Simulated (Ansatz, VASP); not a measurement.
# One calculation of MgS, two programs

```
S Mg
1.0
     4.11375    0.00000    0.00000
    -2.05688    3.56261    0.00000
     0.00000    0.00000    6.55845
S Mg
2 2
Direct
  0.66667 0.33333 0.87924
  0.33333 0.66667 0.37924
  0.33333 0.66667 0.99575
  0.66667 0.33333 0.49575
```

Alike in both runs: task single point; functional LDA; k mesh 8 × 8 × 4; occupations fermi-dirac, width 0.05 eV; no spin polarisation.

|  | VASP | Ansatz |
| --- | --- | --- |
| version | VASP 6.6.1 | Ansatz 0.2.0 |
| potentials or method | VASP PAW LDA potentials, release 64 (S, Mg) | Ansatz PAW |
| plane-wave cutoff (eV) | 520 | 420 |
| valence electrons in the cell | 16 | 32 |

```tsv
	VASP	Ansatz	Ansatz less VASP
gap on the k mesh at the Fermi level (eV)	2.88	2.87	-0.009
least direct gap on the mesh (eV)	2.88	2.87	-0.009
pressure (GPa)	-5.1	-4.8	+0.29
rms of the force components (eV/Å)	0.033	0.033	-0.0004
```

LDA's correlation is that of Perdew and Zunger in VASP and of Perdew and Wang (1992) in Ansatz. Atom by atom the forces differ by 0.000 eV/Å (rms over components). VASP's potentials hold 16 valence electrons a cell and Ansatz's 32, so a difference there can come from the potentials and not from the codes.
